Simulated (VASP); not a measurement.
# CdSe (P6_3mc) in VASP: further runs

CdSe is run at these levels: PBEsol, r2SCAN; tasks: single point.

Program: VASP 6.6.1. These are calculated values, not measurements. Logs are shortened: lines on timing, memory, paths and dates and some standing lists are left out, and cuts for length are marked.

## 1. The cell of the first run

The structure is hexagonal, space group P6_3mc (No. 186). The conventional cell has a = 4.302 Å, b = 4.302 Å, c = 7.021 Å, α = 90.00°, β = 90.00°, γ = 120.00°. Within 3.5 Å of Cd (site symmetry 3m) lie 4 Se at 2.63 to 2.64 Å. Within 3.5 Å of Se (site symmetry 3m) lie 4 Cd at 2.63 to 2.64 Å.

## 2. Single point, PBEsol

INCAR reads:

```
PREC = Accurate
ENCUT = 520
EDIFF = 1E-6
ISMEAR = -1
SIGMA = 0.05
LREAL = False
LASPH = True
NELM = 100
ALGO = Normal
ISIF = 2
LWAVE = False
LCHARG = True
GGA = PS
LELF = True
LVHAR = True
NBANDS = 26
```

KPOINTS reads:

```
Automatic mesh
0
Gamma
  7 7 4
```

POSCAR reads:

```
CdSe
1.0
    4.3022240000      0.0000000000      0.0000000000
   -2.1511120000      3.7258360000      0.0000000000
    0.0000000000      0.0000000000      7.0207680000
Cd Se
2 2
Direct
    0.3333330000      0.6666670000      0.0001280000
    0.6666670000      0.3333330000      0.5001280000
    0.3333330000      0.6666670000      0.3758720000
    0.6666670000      0.3333330000      0.8758720000
```

Potentials or basis: VASP PAW PBE potentials, release 64 (Cd, Se).

Run with:

```sh
$ cat potpaw_PBE.64/Cd/POTCAR potpaw_PBE.64/Se/POTCAR > POTCAR
$ mpirun -np 1 vasp_std > vasp.out
```

OUTCAR:

```text
PREC = Accurate
   ENCUT = 520
   EDIFF = 1E-6
   ISMEAR = -1
   LREAL = False
   LASPH = True
   NELM = 100
   ISIF = 2
   GGA = PS

 ion  position               nearest neighbor table
   1  0.333  0.667  0.000-   4 2.63   4 2.63   4 2.63   3 2.64
   2  0.667  0.333  0.500-   3 2.63   3 2.63   3 2.63   4 2.64
   3  0.333  0.667  0.376-   2 2.63   2 2.63   2 2.63   1 2.64
   4  0.667  0.333  0.876-   1 2.63   1 2.63   1 2.63   2 2.64

  LATTYP: Found a hexagonal cell.
 ALAT       =     4.3022240000
 C/A-ratio  =     1.6318927141

  Lattice vectors:

 A1 = (   4.3022240000,   0.0000000000,   0.0000000000)
 A2 = (  -2.1511120000,   3.7258360000,   0.0000000000)
 A3 = (   0.0000000000,   0.0000000000,   7.0207680000)

Analysis of symmetry for initial positions (statically):
=====================================================================
 Subroutine PRICEL returns:
 Original cell was already a primitive cell.

 Routine SETGRP: Setting up the symmetry group for a
 hexagonal supercell.

 Subroutine GETGRP returns: Found 12 space group operations
 (whereof  6 operations were pure point group operations)
 out of a pool of 24 trial point group operations.

The static configuration has the point symmetry C_3v.
 The point group associated with its full space group is C_6v.

Analysis of symmetry for dynamics (positions and initial velocities):
=====================================================================
 Subroutine PRICEL returns:
 Original cell was already a primitive cell.

 Routine SETGRP: Setting up the symmetry group for a
 hexagonal supercell.

 Subroutine GETGRP returns: Found 12 space group operations
 (whereof  6 operations were pure point group operations)
 out of a pool of 24 trial point group operations.

The dynamic configuration has the point symmetry C_3v.
 The point group associated with its full space group is C_6v.

 Subroutine INISYM returns: Found 12 space group operations
 (whereof  6 operations are pure point group operations),
 and found     1 'primitive' translations

----------------------------------------------------------------------------------------

                                     Primitive cell

  volume of cell :     112.5386

  direct lattice vectors                    reciprocal lattice vectors
     4.302224000  0.000000000  0.000000000     0.232437920  0.134198070  0.000000000
    -2.151112000  3.725836000  0.000000000     0.000000000  0.268396140  0.000000000
     0.000000000  0.000000000  7.020768000     0.000000000  0.000000000  0.142434560

  length of vectors
     4.302224000  4.302224626  7.020768000     0.268396179  0.268396140  0.142434560

  position of ions in fractional coordinates (direct lattice)
     0.333333000  0.666667000  0.000128000
     0.666667000  0.333333000  0.500128000
     0.333333000  0.666667000  0.375872000
     0.666667000  0.333333000  0.875872000

  ion indices of the primitive-cell ions
   primitive index   ion index
                 1           1
                 2           2
                 3           3
                 4           4

----------------------------------------------------------------------------------------

 KPOINTS: Automatic mesh

Automatic generation of k-mesh.
 Grid dimensions read from file:
 generate k-points for:    7    7    4

 Generating k-lattice:

  Cartesian coordinates                     Fractional coordinates (reciprocal lattice)
     0.033205417  0.019171153  0.000000000     0.142857143  0.000000000  0.000000000
     0.000000000  0.038342306  0.000000000     0.000000000  0.142857143  0.000000000
     0.000000000  0.000000000  0.035608640     0.000000000  0.000000000  0.250000000

  Length of vectors
     0.038342311  0.038342306  0.035608640

  Shift w.r.t. Gamma in fractional coordinates (k-lattice)
     0.000000000  0.000000000  0.000000000

 Subroutine IBZKPT returns following result:
 ===========================================

 Found     24 irreducible k-points:

 Following reciprocal coordinates:
            Coordinates               Weight
  0.000000  0.000000  0.000000      1.000000
  0.142857  0.000000  0.000000      6.000000
  0.285714  0.000000  0.000000      6.000000
  0.428571  0.000000  0.000000      6.000000
  0.142857  0.142857  0.000000      6.000000
  0.285714  0.142857  0.000000     12.000000
[... 16 lines left out ...]
  0.428571  0.142857  0.500000      6.000000
  0.285714  0.285714  0.500000      6.000000
   k-points           NKPTS =     24   k-points in BZ     NKDIM =     24   number of bands    NBANDS=     26
   number of dos      NEDOS =    301   number of ions     NIONS =      4
   total plane-waves  NPLWV =  55296
   dimension x,y,z NGX =    32 NGY =   32 NGZ =   54
   dimension x,y,z NGXF=    64 NGYF=   64 NGZF=  108
   ions per type =               2   2
   NGX,Y,Z   is equivalent  to a cutoff of  12.37, 12.37, 12.79 a.u.
   NGXF,Y,Z  is equivalent  to a cutoff of  24.73, 24.73, 25.57 a.u.
 SYSTEM =  unknown system
   PREC   = accura    normal or accurate (medium, high low for compatibility)
   ISTART =      0    job   : 0-new  1-cont  2-samecut
   ICHARG =      2    charge: 1-file 2-atom 10-const
   ISPIN  =      1    spin polarized calculation?
   LNONCOLLINEAR =      F non collinear calculations
   LSORBIT =      F    spin-orbit coupling
   LASPH  =      T    aspherical Exc in radial PAW
   ENCUT  =  520.0 eV  38.22 Ry    6.18 a.u.   8.00  8.00 13.05*2*pi/ulx,y,z
   NELM   =    100;   NELMIN=  2; NELMDL= -5     # of ELM steps
   EDIFF  = 0.1E-05   stopping-criterion for ELM
   LREAL  =      F    real-space projection
   EDIFFG = 0.1E-04   stopping-criterion for IOM
   NSW    =      0    number of steps for IOM
   IBRION =     -1    ionic relax: 0-MD 1-quasi-New 2-CG
   NFREE  =      0    steps in history (QN), initial steepest desc. (CG)
   ISIF   =      2    stress and relaxation
   ISYM   =      2    0-nonsym 1-usesym 2-fastsym
   POTIM  = 0.5000    time-step for ionic-motion
   TEBEG  =    0.0;   TEEND  =   0.0 temperature during run
   PSTRESS=    0.0 pullay stress
   NELECT =      36.0000    total number of electrons
   NUPDOWN=      -1.0000    fix difference up-down
   EMIN   =  10.00;   EMAX   =-10.00  energy-range for DOS
   EFERMI =   0.00;   METHOD = LEGACY
   ISMEAR =    -1;   SIGMA  =   0.05  broadening in eV -4-tet -1-fermi 0-gaus
   EFERMI_NEDOS =   21; number of points for ismear=-14 and -15
   IALGO  =     38    algorithm
   IMIX   =      4    mixing-type and parameters
     AMIX     =   0.40;   BMIX     =  1.00
     AMIX_MAG =   1.60;   BMIX_MAG =  1.00
  volume/ion in A,a.u.               =      28.13       189.86
  Fermi-wavevector in a.u.,A,eV,Ry     =   1.119632  2.115797 17.055927  1.253575
  Thomas-Fermi vector in A             =   2.256272
   LORBIT       =      0    0 simple, 1 ext, 2 COOP (PROOUT), +10 PAW based schemes
   GGA     = PS    functional components
   LHFCALC =     F    Hartree Fock is set to
   AEXX    =    0.0000 exact exchange contribution
   IVDW    =     0    specifies the selected vdW correction
   LEPSILON=     F    determine dielectric tensor
   LRPA    =     F    only Hartree local field effects (RPA)
 non-spin polarized calculation
  energy-cutoff  :      520.00
  volume of cell :      112.54
 maximum number of plane-waves:      3044
 NGX is ok and might be reduce to    32
   NGX = 15   NGY = 15   NGZ = 27

 number of electron      35.9999998 magnetization

 Free energy of the ion-electron system (eV)
  ---------------------------------------------------
  ext. energy  EPLUGINS =         0.00000000
  ---------------------------------------------------
  free energy    TOTEN  =       -12.34989763 eV

  energy without entropy =      -12.34984180  energy(sigma->0) =      -12.34986972

 E-fermi :   1.1148     XC(G=0):  -9.0901

 val. band max:        0.8160920692   @ k =   0.0000   0.0000   0.0000
 cond. band min:       1.3558331988   @ k =   0.0000   0.0000   0.0000
 fundamental gap:      0.5397411296
 Fermi energy:         1.1148082778

 k-point     1 :       0.0000    0.0000    0.0000
  band No.  band energies     occupation
      1     -11.8141      2.00000
      2     -11.4289      2.00000
      3      -7.0912      2.00000
      4      -7.0844      2.00000
      5      -7.0844      2.00000
      6      -7.0159      2.00000
[... 18 lines left out ...]
     25       7.7655      0.00000
     26       8.3988      0.00000

 k-point     2 :       0.1429    0.0000    0.0000
  band No.  band energies     occupation
      1     -11.7511      2.00000
      2     -11.4003      2.00000
      3      -7.0719      2.00000
      4      -7.0621      2.00000
      5      -7.0378      2.00000
      6      -6.9878      2.00000
[... 18 lines left out ...]
     25       8.0450      0.00000
     26       8.2381      0.00000

 k-point     3 :       0.2857    0.0000    0.0000
  band No.  band energies     occupation
      1     -11.6002      2.00000
      2     -11.3429      2.00000
      3      -7.0315      2.00000
      4      -7.0202      2.00000
      5      -6.9329      2.00000
      6      -6.9148      2.00000
[... 18 lines left out ...]
     25       8.4413      0.00000
     26       8.6551      0.00000

 k-point     4 :       0.4286    0.0000    0.0000
  band No.  band energies     occupation
      1     -11.4601      2.00000
      2     -11.3135      2.00000
      3      -7.0088      2.00000
      4      -6.9971      2.00000
      5      -6.8615      2.00000
      6      -6.8612      2.00000
[... 18 lines left out ...]
     25       8.6437      0.00000
     26       9.9624      0.00000
[... 496 lines left out ...]
      1     -11.3998      2.00000
      2     -11.3997      2.00000
      3      -6.9691      2.00000
      4      -6.9691      2.00000
      5      -6.9371      2.00000
      6      -6.9371      2.00000
[... 18 lines left out ...]
     25       8.4299      0.00000
     26       8.4299      0.00000

 k-point    23 :       0.4286    0.1429    0.5000
  band No.  band energies     occupation
      1     -11.3566      2.00000
      2     -11.3566      2.00000
      3      -6.9615      2.00000
      4      -6.9614      2.00000
      5      -6.9239      2.00000
      6      -6.9239      2.00000
[... 18 lines left out ...]
     25       9.0830      0.00000
     26       9.0831      0.00000

 k-point    24 :       0.2857    0.2857    0.5000
  band No.  band energies     occupation
      1     -11.3467      2.00000
      2     -11.3467      2.00000
      3      -6.9453      2.00000
      4      -6.9453      2.00000
      5      -6.9249      2.00000
      6      -6.9249      2.00000
[... 18 lines left out ...]
     25       8.7926      0.00000
     26       8.7927      0.00000

------------------------ aborting loop because EDIFF is reached ----------------------------------------

  FORCE on cell =-STRESS in cart. coord.  units (eV):
  Direction    XX          YY          ZZ          XY          YZ          ZX
  --------------------------------------------------------------------------------------
  -------------------------------------------------------------------------------------
  Total        0.2351367      0.2351368      0.2355266      0.0000000      0.0000000      0.0000000
  in kB        3.3475698      3.3475711      3.3531199      0.0000000      0.0000000      0.0000000
  external PRESSURE =       3.3494203 kB  Pullay stress =       0.0000000 kB

 VOLUME and BASIS-vectors are now :
 -----------------------------------------------------------------------------
  energy-cutoff  :      520.00
  volume of cell :      112.54
      direct lattice vectors                 reciprocal lattice vectors
     4.302224000  0.000000000  0.000000000     0.232437920  0.134198070  0.000000000
    -2.151112000  3.725836000  0.000000000     0.000000000  0.268396140  0.000000000
     0.000000000  0.000000000  7.020768000     0.000000000  0.000000000  0.142434560

 POSITION                                       TOTAL-FORCE (eV/Angst)
 -----------------------------------------------------------------------------------
     -0.00000      2.48389      0.00090         0.000000     -0.000000      0.001715
      2.15111      1.24194      3.51128        -0.000000      0.000000      0.001715
     -0.00000      2.48389      2.63891         0.000000     -0.000000     -0.001715
      2.15111      1.24194      6.14929        -0.000000      0.000000     -0.001715
 -----------------------------------------------------------------------------------
    total drift:                               -0.001289      0.000744      0.000188

  FREE ENERGIE OF THE ION-ELECTRON SYSTEM (eV)
  ---------------------------------------------------
  free  energy   TOTEN  =       -12.3498976341 eV

  energy  without entropy=      -12.3498417997  energy(sigma->0) =      -12.34986972
```

Wall time 1.9 min (1 thread of Intel Xeon 8259CL, shared host); peak memory 0.26 GiB.

What came out:

```
Free energy            : -12.3499 eV
Pressure               : 0.3 GPa
Band gap on the k mesh : 0.54 eV
```

Levels at points of the mesh, in eV from the valence-band top:
```
           k point  band 16  band 17  band 18  band 19  band 20  band 21
(0.00, 0.00, 0.00)    -0.05     0.00     0.00     0.54     2.10     5.78
(0.00, 0.00, 0.50)    -0.41    -0.41    -0.41     2.27     2.27     5.74
```

Caveat: the PAW data sets were made with another functional, which shifts forces and pressure a little.

## 3. Single point, r2SCAN

POSCAR is that of step 2.

INCAR.step1 reads:

```
SYSTEM = CdSe
  PREC = Accurate
  ENCUT = 520
  ISMEAR = -1
  SIGMA = 0.05
  LREAL = .False.
  LASPH = .True.
  NELM = 80
  NBANDS = 26
  GGA = PE
  ALGO = Normal
  EDIFF = 1E-4
  LWAVE = .True.
  LCHARG = .False.
```

INCAR.step2 reads:

```
SYSTEM = CdSe
  PREC = Accurate
  ENCUT = 520
  EDIFF = 1E-6
  ISMEAR = -1
  SIGMA = 0.05
  LREAL = .False.
  LASPH = .True.
  NELM = 80
  ALGO = Normal
  ISIF = 2
  LWAVE = .False.
  LCHARG = .False.
  METAGGA = R2SCAN
  LMIXTAU = .True.
  NBANDS = 26
  ISTART = 1
```

KPOINTS reads:

```
regular mesh
0
Gamma
  7 7 4
  0 0 0
```

Potentials or basis: VASP PAW PBE potentials, release 64 (Cd, Se).

Run with:

```sh
$ cat potpaw_PBE.64/Cd/POTCAR potpaw_PBE.64/Se/POTCAR > POTCAR
$ cp INCAR.step1 INCAR
$ mpirun -np 1 vasp_std > vasp.out
$ cp INCAR.step2 INCAR
$ mpirun -np 1 vasp_std > vasp.out
```

It took 8.5 min on 1 thread of Intel Xeon 8259CL, shared host; peak memory 0.27 GiB.

The run converged. Its results:

- Free energy: -71.8145 eV
- Pressure: 1.7 GPa
- Largest force: 0.003 eV/Å
- Band gap on the k mesh: 1.15 eV

Forces on the atoms (eV/Å):
```
Cd   0.000  0.000  0.003
Cd   0.000  0.000  0.003
Se   0.000  0.000 -0.003
Se   0.000  0.000 -0.003
```

Levels at points of the mesh, in eV from the valence-band top:
```
           k point  band 16  band 17  band 18  band 19  band 20  band 21
(0.00, 0.00, 0.00)    -0.05     0.00     0.00     1.15     2.67     6.38
(0.00, 0.00, 0.50)    -0.40    -0.40    -0.40     2.84     2.84     6.31
```

Caveat: the PAW data sets were made with another functional, which shifts forces and pressure a little.
